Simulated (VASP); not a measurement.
# TiSi2 (Cmcm) in VASP: notebook, part 2 of 3

VASP 6.6.1.

**3. Single point, LDA**

This run uses another cell than the first one, of 14.46 Å³/atom.

File INCAR:

```
SYSTEM = TiSi2
PREC     = Accurate       ! precision mode
ENCUT    = 520            ! plane-wave cutoff, eV
EDIFF    = 1E-7           ! SCF threshold, eV
ISMEAR   = -1             ! smearing method
SIGMA    = 0.05           ! smearing width, eV
LREAL    = .FALSE.        ! projectors in reciprocal space
LASPH    = .TRUE.         ! aspherical terms in the spheres
NELM     = 80             ! most SCF steps
ALGO     = Normal         ! electronic algorithm
ISIF     = 2              ! what is computed and relaxed
LWAVE    = .FALSE.        ! write WAVECAR
LCHARG   = .FALSE.        ! write CHGCAR
GGA      = CA             ! functional
NBANDS   = 29             ! bands
```

File KPOINTS:

```
Automatic mesh
0
G
  8 8 8
  0 0 0
```

File POSCAR:

```
TiSi2
1.0
    1.7767948029     -6.8040462934      0.0000000000
    1.7767948029      6.8040462934      0.0000000000
    0.0000000000      0.0000000000      3.5887850817
Ti Si
2 4
Direct
    0.1031180800      0.8968819200      0.2500000000
    0.8968819200      0.1031180800      0.7500000000
    0.7503148200      0.2496851800      0.2500000000
    0.2496851800      0.7503148200      0.7500000000
    0.4417485500      0.5582514500      0.2500000000
    0.5582514500      0.4417485500      0.7500000000
```

Potentials or basis: VASP PAW LDA potentials, release 64 (Ti_sv, Si).

Launch:

```console
> cat potpaw_LDA.64/Ti_sv/POTCAR potpaw_LDA.64/Si/POTCAR > POTCAR
> mpirun -np 1 vasp_std > vasp.out
```

OUTCAR:

```text
SYSTEM = TiSi2
   PREC = Accurate
   ENCUT = 520
   EDIFF = 1E-7
   ISMEAR = -1
   LREAL = .FALSE.
   LASPH = .TRUE.
   NELM = 80
   ISIF = 2
   GGA = CA

 ion  position               nearest neighbor table
   1  0.103  0.897  0.250-   6 2.60   6 2.60   6 2.60   6 2.60   3 2.68   3 2.68   4 2.68   4 2.68
                             5 2.82   5 2.82
   2  0.897  0.103  0.750-   5 2.60   5 2.60   5 2.60   5 2.60   4 2.68   4 2.68   3 2.68   3 2.68
                             6 2.82   6 2.82
   3  0.750  0.250  0.250-   4 2.53   4 2.53   4 2.53   4 2.53   1 2.68   1 2.68   2 2.68   2 2.68

   4  0.250  0.750  0.750-   3 2.53   3 2.53   3 2.53   3 2.53   2 2.68   2 2.68   1 2.68   1 2.68

   5  0.442  0.558  0.250-   6 2.39   6 2.39   2 2.60   2 2.60   2 2.60   2 2.60   1 2.82   1 2.82

   6  0.558  0.442  0.750-   5 2.39   5 2.39   1 2.60   1 2.60   1 2.60   1 2.60   2 2.82   2 2.82

  LATTYP: Found a base centered orthorhombic cell.
 ALAT       =     3.5535896058
 B/A-ratio  =     3.8293934011
 C/A-ratio  =     1.0099042039

  Lattice vectors:

 A1 = (   1.7767948029,  -6.8040462934,   0.0000000000)
 A2 = (   1.7767948029,   6.8040462934,   0.0000000000)
 A3 = (   0.0000000000,   0.0000000000,   3.5887850817)

Analysis of symmetry for initial positions (statically):
=====================================================================
 Subroutine PRICEL returns:
 Original cell was already a primitive cell.

 Routine SETGRP: Setting up the symmetry group for a
 base centered orthorhombic supercell.

 Subroutine GETGRP returns: Found  8 space group operations
 (whereof  4 operations were pure point group operations)
 out of a pool of  8 trial point group operations.

The static configuration has the point symmetry C_2h.
 The point group associated with its full space group is D_2h.

Analysis of symmetry for dynamics (positions and initial velocities):
=====================================================================
[... 141 lines left out ...]
  Fermi-wavevector in a.u.,A,eV,Ry     =   1.264642  2.389826 21.760051  1.599319
  Thomas-Fermi vector in A             =   2.397936
   LORBIT       =      0    0 simple, 1 ext, 2 COOP (PROOUT), +10 PAW based schemes
   GGA     = CA    functional components
   LHFCALC =     F    Hartree Fock is set to
   AEXX    =    0.0000 exact exchange contribution
   IVDW    =     0    specifies the selected vdW correction
   LEPSILON=     F    determine dielectric tensor
   LRPA    =     F    only Hartree local field effects (RPA)
 non-spin polarized calculation
  energy-cutoff  :      520.00
  volume of cell :       86.77
 maximum number of plane-waves:      2356
 NGX is ok and might be reduce to    54
   NGX = 27   NGY = 27   NGZ = 13

 number of electron      40.0000005 magnetization

 Free energy of the ion-electron system (eV)
  ---------------------------------------------------
  ext. energy  EPLUGINS =         0.00000000
  ---------------------------------------------------
  free energy    TOTEN  =       -44.89113475 eV

  energy without entropy =      -44.87872827  energy(sigma->0) =      -44.88493151

 E-fermi :  10.1810     XC(G=0): -11.7105

 val. band max:       10.1595621764   @ k =   0.3750   0.2500   0.1250
 cond. band min:      10.1828239077   @ k =   0.5000   0.2500   0.0000
 fundamental gap:      0.0232617313
 Fermi energy:        10.1810114840

 k-point     1 :       0.0000    0.0000    0.0000
  band No.  band energies     occupation
      1     -45.9923      2.00000
      2     -45.9833      2.00000
      3     -22.7241      2.00000
      4     -22.6899      2.00000
      5     -22.6776      2.00000
      6     -22.6756      2.00000
[... 757 lines left out ...]
     28      13.4410      0.00000
     29      13.7570      0.00000

 [... further k-points ...]

------------------------ aborting loop because EDIFF is reached ----------------------------------------

  FORCE on cell =-STRESS in cart. coord.  units (eV):
  Direction    XX          YY          ZZ          XY          YZ          ZX
  --------------------------------------------------------------------------------------
  -------------------------------------------------------------------------------------
  Total       -4.3195089     -3.9187677     -4.3119667      0.0000000      0.0000000      0.0000000
  in kB      -79.7559277    -72.3565952    -79.6166676      0.0000000      0.0000000      0.0000000
  external PRESSURE =     -77.2430635 kB  Pullay stress =       0.0000000 kB

 VOLUME and BASIS-vectors are now :
 -----------------------------------------------------------------------------
  energy-cutoff  :      520.00
  volume of cell :       86.77
      direct lattice vectors                 reciprocal lattice vectors
     1.776794803 -6.804046293  0.000000000     0.281405596 -0.073485685  0.000000000
     1.776794803  6.804046293  0.000000000     0.281405596  0.073485685  0.000000000
     0.000000000  0.000000000  3.588785082     0.000000000  0.000000000  0.278645831

 POSITION                                       TOTAL-FORCE (eV/Angst)
 -----------------------------------------------------------------------------------
      1.77679      5.40081      0.89720         0.000000     -0.093556     -0.000000
      1.77679     -5.40081      2.69159         0.000000      0.093556      0.000000
      1.77679     -3.40631      0.89720         0.000000     -0.003580      0.000000
      1.77679      3.40631      2.69159         0.000000      0.003580     -0.000000
      1.77679      0.79269      0.89720         0.000000      0.045063     -0.000000
      1.77679     -0.79269      2.69159         0.000000     -0.045063      0.000000
 -----------------------------------------------------------------------------------
    total drift:                                0.000000      0.000000      0.000000

  FREE ENERGIE OF THE ION-ELECTRON SYSTEM (eV)
  ---------------------------------------------------
  free  energy   TOTEN  =       -44.8911347497 eV

  energy  without entropy=      -44.8787282651  energy(sigma->0) =      -44.88493151
```

Wall time 3.6 min (1 thread of AMD EPYC 9R45 (Zen 5), shared host); peak memory 0.32 GiB.

Results:

* Free energy: -44.8911 eV
* Pressure: -7.7 GPa
* Largest force: 0.094 eV/Å
* Band gap on the k mesh: zero (bands 20 and 21 overlap by 0.99 eV)

Forces on the atoms (eV/Å):
```
Ti   0.000 -0.094  0.000
Ti   0.000  0.094  0.000
Si   0.000 -0.004  0.000
Si   0.000  0.004  0.000
Si   0.000  0.045  0.000
Si   0.000 -0.045  0.000
```

Levels at points of the mesh, in eV from the Fermi level:
| k point | band 17 | band 18 | band 19 | band 20 | band 21 | band 22 | band 23 | band 24 |
| --- | --- | --- | --- | --- | --- | --- | --- | --- |
| (0.00, 0.00, 0.00) | -2.10 | -2.05 | -2.03 | 0.45 | 0.60 | 0.79 | 0.86 | 1.36 |
| (0.50, 0.00, 0.00) | -1.62 | -1.43 | -0.66 | -0.55 | -0.54 | 1.11 | 1.41 | 1.55 |
| (0.50, 0.50, 0.00) | -2.46 | -1.89 | -1.16 | 0.38 | 0.63 | 0.73 | 0.88 | 1.00 |
| (0.00, 0.00, 0.50) | -1.59 | -1.59 | -0.04 | -0.04 | 0.81 | 0.81 | 1.47 | 1.47 |
| (0.50, 0.00, 0.50) | -3.14 | -3.14 | -2.37 | -2.37 | 1.67 | 1.67 | 1.76 | 1.76 |
| (0.50, 0.50, 0.50) | -1.99 | -1.99 | -0.85 | -0.85 | 0.42 | 0.42 | 1.57 | 1.57 |

Caveat: the cell stands under tension.

**4. Single point, LDA**

This run uses another cell than the first one, of 14.75 Å³/atom.

File INCAR:

```
  ALGO = Normal
  EDIFF = 1E-6
  ENCUT = 520
  ISIF = 2
  ISMEAR = -1
  LASPH = True
  LCHARG = True
  LELF = True
  LREAL = False
  LVHAR = True
  LWAVE = False
  NBANDS = 29
  NELM = 80
  PREC = Accurate
  SIGMA = 0.05
```

File KPOINTS:

```
k-points
0
Gamma
  8 8 8
```

POSCAR, as its differences from that of step 3:

```diff
@@ -2,5 +2,5 @@
 1.0
-    1.7767948029     -6.8040462934      0.0000000000
-    1.7767948029      6.8040462934      0.0000000000
-    0.0000000000      0.0000000000      3.5887850817
+    1.7883327548     -6.8482296503      0.0000000000
+    1.7883327548      6.8482296503      0.0000000000
+    0.0000000000      0.0000000000      3.6120895340
 Ti Si
```

Potentials or basis: VASP PAW LDA potentials, release 64 (Ti_sv, Si).

Launch:

```console
> cat potpaw_LDA.64/Ti_sv/POTCAR potpaw_LDA.64/Si/POTCAR > POTCAR
> mpirun -np 1 vasp_std > vasp.out
```

OUTCAR:

```text
EDIFF = 1E-6
   ENCUT = 520
   ISIF = 2
   ISMEAR = -1
   LASPH = True
   LREAL = False
   NELM = 80
   PREC = Accurate

 ion  position               nearest neighbor table
   1  0.103  0.897  0.250-   6 2.61   6 2.61   6 2.61   6 2.61   3 2.69   3 2.69   4 2.70   4 2.70
                             5 2.84   5 2.84
   2  0.897  0.103  0.750-   5 2.61   5 2.61   5 2.61   5 2.61   4 2.69   4 2.69   3 2.70   3 2.70
                             6 2.84   6 2.84
   3  0.750  0.250  0.250-   4 2.54   4 2.54   4 2.54   4 2.54   1 2.69   1 2.69   2 2.70   2 2.70

[... 984 lines left out ...]
  Total       -5.6772099     -5.0939092     -5.8583513      0.0000000      0.0000000      0.0000000
  in kB     -102.8088221    -92.2458058   -106.0891193      0.0000000      0.0000000      0.0000000
  external PRESSURE =    -100.3812491 kB  Pullay stress =       0.0000000 kB

 VOLUME and BASIS-vectors are now :
 -----------------------------------------------------------------------------
  energy-cutoff  :      520.00
  volume of cell :       88.47
      direct lattice vectors                 reciprocal lattice vectors
     1.788332755 -6.848229650  0.000000000     0.279590025 -0.073011570  0.000000000
     1.788332755  6.848229650  0.000000000     0.279590025  0.073011570  0.000000000
     0.000000000  0.000000000  3.612089534     0.000000000  0.000000000  0.276848066

 POSITION                                       TOTAL-FORCE (eV/Angst)
 -----------------------------------------------------------------------------------
      1.78833      5.43588      0.90302         0.000000     -0.138733      0.000000
      1.78833     -5.43588      2.70907         0.000000      0.138733     -0.000000
      1.78833     -3.42843      0.90302         0.000000      0.000175      0.000000
      1.78833      3.42843      2.70907         0.000000     -0.000175      0.000000
      1.78833      0.79784      0.90302         0.000000     -0.010062      0.000000
      1.78833     -0.79784      2.70907         0.000000      0.010062      0.000000
 -----------------------------------------------------------------------------------
    total drift:                                0.000000      0.000000      0.000000

  FREE ENERGIE OF THE ION-ELECTRON SYSTEM (eV)
  ---------------------------------------------------
  free  energy   TOTEN  =       -44.7974443366 eV

  energy  without entropy=      -44.7847133585  energy(sigma->0) =      -44.79107885
```

OSZICAR:

```text
N       E                     dE             d eps       ncg     rms          rms(c)
DAV:   1     0.381654667626E+03    0.38165E+03   -0.18793E+04  6090   0.144E+03
DAV:   2    -0.328109078465E+01   -0.38494E+03   -0.37467E+03  6145   0.424E+02
DAV:   3    -0.451880061548E+02   -0.41907E+02   -0.41050E+02  9989   0.117E+02
DAV:   4    -0.486812294750E+02   -0.34932E+01   -0.34688E+01  8836   0.299E+01
DAV:   5    -0.488807874186E+02   -0.19956E+00   -0.19949E+00  9116   0.601E+00    0.178E+01
DAV:   6    -0.459289728135E+02    0.29518E+01   -0.43161E+01  8618   0.424E+01    0.836E+00
DAV:   7    -0.449373130330E+02    0.99166E+00   -0.11549E+01  8455   0.240E+01    0.546E+00
DAV:   8    -0.448030565821E+02    0.13426E+00   -0.10287E+00  8109   0.699E+00    0.943E-01
DAV:   9    -0.447976418494E+02    0.54147E-02   -0.72952E-02  8722   0.188E+00    0.652E-01
DAV:  10    -0.447977388392E+02   -0.96990E-04   -0.15420E-02  8677   0.915E-01    0.253E-01
DAV:  11    -0.447974572667E+02    0.28157E-03   -0.31466E-03  8640   0.393E-01    0.406E-02
DAV:  12    -0.447974437519E+02    0.13515E-04   -0.17972E-04  8224   0.918E-02    0.980E-03
DAV:  13    -0.447974443366E+02   -0.58474E-06   -0.98027E-06  7840   0.167E-02
   1 F= -.44797444E+02 E0= -.44791079E+02  d E =-.127310E-01
```

Wall time 3.1 min (1 thread of AMD EPYC 9R45 (Zen 5), shared host); peak memory 0.33 GiB.

What came out:

* Free energy: -44.7974 eV
* Pressure: -10.0 GPa
* Largest force: 0.139 eV/Å
* Band gap on the k mesh: zero (bands 20 and 21 overlap by 0.97 eV)

Forces on the atoms (eV/Å):
```
Ti   0.000 -0.139  0.000
Ti   0.000  0.139  0.000
Si   0.000  0.000  0.000
Si   0.000  0.000  0.000
Si   0.000 -0.010  0.000
Si   0.000  0.010  0.000
```

Levels at points of the mesh, in eV from the Fermi level:
```csv
k point,band 18,band 19,band 20,band 21,band 22,band 23
"(0.00, 0.00, 0.00)",-2.05,-2.01,0.44,0.52,0.77,0.84
"(0.50, 0.00, 0.00)",-1.41,-0.64,-0.54,-0.52,1.05,1.35
"(0.50, 0.50, 0.00)",-1.88,-1.14,0.38,0.62,0.72,0.86
"(0.00, 0.00, 0.50)",-1.55,-0.04,-0.04,0.78,0.78,1.45
"(0.50, 0.00, 0.50)",-3.11,-2.33,-2.33,1.63,1.63,1.71
"(0.50, 0.50, 0.50)",-1.95,-0.83,-0.83,0.39,0.39,1.52
```

Caveat: the cell stands under tension.

**5. Single point, LDA**

This run uses another cell than the first one, of 13.60 Å³/atom.

File INCAR:

```
  ALGO = Normal
  EDIFF = 1E-7
  ENCUT = 520
  ISIF = 2
  ISMEAR = -1
  LASPH = T
  LCHARG = F
  LREAL = F
  LWAVE = F
  NBANDS = 29
  NELM = 60
  PREC = Accurate
  SIGMA = 0.05
```

KPOINTS is that of step 4.

File POSCAR:

```
TiSi2
1.0
    1.7438800420     -6.6282997847      0.0000000000
    1.7438800420      6.6282997847      0.0000000000
    0.0000000000      0.0000000000      3.5308317513
Ti Si
2 4
Direct
    0.1025107053      0.8974892947      0.2500000000
    0.8974892947      0.1025107053      0.7500000000
    0.7504864652      0.2495135348      0.2500000000
    0.2495135348      0.7504864652      0.7500000000
    0.4401332858      0.5598667142      0.2500000000
    0.5598667142      0.4401332858      0.7500000000
```

Launch:

```console
> cat potpaw_LDA.64/Ti_sv/POTCAR potpaw_LDA.64/Si/POTCAR > POTCAR
> mpirun -np 1 vasp_std > vasp.out
```

Run time: 12 min. Hardware: 1 thread of Intel Xeon 8259CL, shared host; peak memory 0.36 GiB.

The run converged. Its results:

```yaml
Free_energy: -45.0165 eV
Pressure: 0.2 GPa
Largest_force: 0.004 eV/Å
Band_gap_on_the_k_mesh: zero (bands 20 and 21 overlap by 1.04 eV)
```

Forces in eV/Å, atoms in the order of the input:
```
Ti   0.000  0.004  0.000
Ti   0.000 -0.004  0.000
Si   0.000 -0.001  0.000
Si   0.000  0.001  0.000
Si   0.000 -0.001  0.000
Si   0.000  0.001  0.000
```

Levels at points of the mesh, in eV from the Fermi level:
```tsv
k point	band 17	band 18	band 19	band 20	band 21	band 22	band 23	band 24
(0.00, 0.00, 0.00)	-2.24	-2.04	-2.01	0.44	0.82	0.88	0.89	1.38
(0.50, 0.00, 0.00)	-1.80	-1.38	-0.70	-0.61	-0.60	1.29	1.56	1.69
(0.50, 0.50, 0.00)	-2.57	-1.88	-1.20	0.35	0.65	0.70	0.93	1.32
(0.00, 0.00, 0.50)	-1.71	-1.71	-0.03	-0.03	1.03	1.03	1.57	1.57
(0.50, 0.00, 0.50)	-3.18	-3.18	-2.53	-2.53	1.80	1.80	1.91	1.91
(0.50, 0.50, 0.50)	-2.13	-2.13	-0.91	-0.91	0.57	0.57	1.68	1.68
```

[end of part 2 of 3]
